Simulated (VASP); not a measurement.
A run of VASP 6.6.1 is set up as follows.

INCAR

```
SYSTEM = Bi3H2
PREC     = Accurate       ! precision mode
ENCUT    = 520            ! plane-wave cutoff, eV
EDIFF    = 1E-7           ! SCF threshold, eV
ISMEAR   = 0              ! smearing method
SIGMA    = 0.1            ! smearing width, eV
LREAL    = .False.        ! projectors in reciprocal space
LASPH    = .True.         ! aspherical terms in the spheres
NELM     = 60             ! most SCF steps
ALGO     = Normal         ! electronic algorithm
ISIF     = 2              ! what is computed and relaxed
LWAVE    = .False.        ! write WAVECAR
LCHARG   = .True.         ! write CHGCAR
LDIPOL   = .True.       
IDIPOL   = 3            
DIPOL    = 0.5 0.5 0.294
GGA      = PE             ! functional
LELF     = .True.         ! ELF
LVHAR    = .True.       
LVACPOTAV= .True.       
NBANDS   = 32             ! bands
```

KPOINTS

```
regular mesh
0
Gamma
  10 4 1
  0 0 0
```

Contents of POSCAR:

```
Bi3H2
1.0
    4.4850122008      0.0000000000      0.0000000000
    0.0000000000      8.6010923993      0.0000000000
    0.0000000000      0.0000000000     23.8000000000
Bi H
3 2
Direct
    0.5000000000      0.7323818872      0.2941176471
    0.5000000000      0.2676181128      0.2941176471
    0.0000000000      0.0000000000      0.2941176471
    0.5000000000      0.0000000000      0.2941176471
    0.5000000000      0.5000000000      0.2941176471
```

Potentials or basis: VASP PAW PBE potentials, release 64 (Bi_d, H).

Run with:

```console
$ cat potpaw_PBE.64/Bi_d/POTCAR potpaw_PBE.64/H/POTCAR > POTCAR
$ mpirun -np 1 vasp_std > vasp.out
```

Predict the work function of the upper face.

4.71 eV.

Predict the work function of the lower face.

4.71 eV.
